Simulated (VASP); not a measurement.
A run of VASP 6.6.1:

The input POSCAR:

```
Pd
1.0
    4.6208558455      0.0000000000      0.0000000000
   -2.3104279228      4.0017785495      0.0000000000
    0.0000000000      0.0000000000      2.8327855401
Pd
3
Direct
    0.0000000000      0.0000000000      0.0000000000
    0.3333333333      0.6666666667      0.5000000000
    0.6666666667      0.3333333333      0.5000000000
```

The input INCAR.step1:

```
PREC = Accurate
ENCUT = 550
ISMEAR = 0
SIGMA = 0.1
LREAL = F
LASPH = T
NELM = 120
NBANDS = 22
GGA = PE
ALGO = Normal
EDIFF = 1E-5
LWAVE = T
LCHARG = F
GGA_COMPAT = F
```

Contents of INCAR.step2:

```
PREC = Accurate
ENCUT = 550
EDIFF = 1E-6
ISMEAR = 0
SIGMA = 0.1
LREAL = F
LASPH = T
NELM = 120
ALGO = Normal
ISIF = 2
LWAVE = F
LCHARG = F
METAGGA = R2SCAN
LMIXTAU = T
NBANDS = 22
ISTART = 1
GGA_COMPAT = F
```

KPOINTS

```
Automatic mesh
0
Gamma
  6 6 6
```

Potentials or basis: VASP PAW PBE potentials, release 64 (Pd).

The run is started by

```console
$ cat potpaw_PBE.64/Pd/POTCAR > POTCAR
$ cp INCAR.step1 INCAR
$ mpirun -np 1 vasp_std > vasp.out
$ cp INCAR.step2 INCAR
$ mpirun -np 1 vasp_std > vasp.out
```

Hardware: 1 thread of Intel(R) Xeon(R) 6975P-C (Granite Rapids) (shared host).

How long does it take, and how much memory?

It took 47 s on 1 thread of Intel(R) Xeon(R) 6975P-C (Granite Rapids) (shared host), peak memory 0.18 GiB. Counts: k points 28.
